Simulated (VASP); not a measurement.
The system is Y3TaF2.

```
Y Ta F
1.0
     6.98320    0.00000    0.00000
    -3.49160    6.04763    0.00000
     0.00000    0.00000    3.48674
Y Ta F
3 1 2
Direct
  0.36178 0.00000 0.00000
  0.00000 0.36178 0.00000
  0.63822 0.63822 0.00000
  0.00000 0.00000 0.50000
  0.33333 0.66667 0.00000
  0.66667 0.33333 0.00000
```

| Quantity | Value |
| --- | --- |
| Program | VASP 6.6.1 |
| Task | relaxation of cell and atoms |
| Functional | PBE |
| Potentials or basis | VASP PAW PBE potentials, release 64 (Y_sv, Ta_pv, F) |
| Cutoff | 600 eV |
| k mesh | 6 × 6 × 10 |
| Occupations | gaussian, width 0.1 eV |
| Spin | no spin polarisation |

At the start: pressure -0.3 GPa; volume 24.54 Å³/atom.

**Question.** Where does the relaxation end?

**Answer.** Over 8 steps the energy falls by 4.3 meV/atom and the volume is 24.15 Å³/atom (-1.6 %); space group P-62m (No. 189, to 0.05 Å).

Step by step:
| step | energy change (eV) | largest force (eV/Å) | pressure (GPa) | volume (Å³) |
| --- | --- | --- | --- | --- |
| 1 | 0.0000 | 0.0488 | -0.30 | 147.25 |
| 2 | -0.0195 | 0.0444 | -0.22 | 146.27 |
| 3 | -0.0227 | 0.0953 | -0.16 | 145.70 |
| 4 | -0.0227 | 0.0980 | -0.16 | 145.67 |
| 5 | -0.0242 | 0.0743 | 0.09 | 145.02 |
| 6 | -0.0244 | 0.0573 | 0.28 | 144.56 |
| 7 | -0.0253 | 0.0351 | 0.19 | 144.68 |
| 8 | -0.0259 | 0.0021 | 0.05 | 144.88 |

Final structure:
```xyz
6
Lattice="7.0248 0.0000 0.0000 -3.5124 6.0836 0.0000 0.0000 0.0000 3.3902" Properties=species:S:1:pos:R:3 pbc="T T T"
Y     2.5588    0.0000    0.0000
Y     5.7454    2.2160    3.3902
Y     2.2330    3.8676    0.0000
Ta    0.0000    0.0000    1.6951
F     0.0000    4.0557    0.0000
F     3.5124    2.0279    0.0000
```
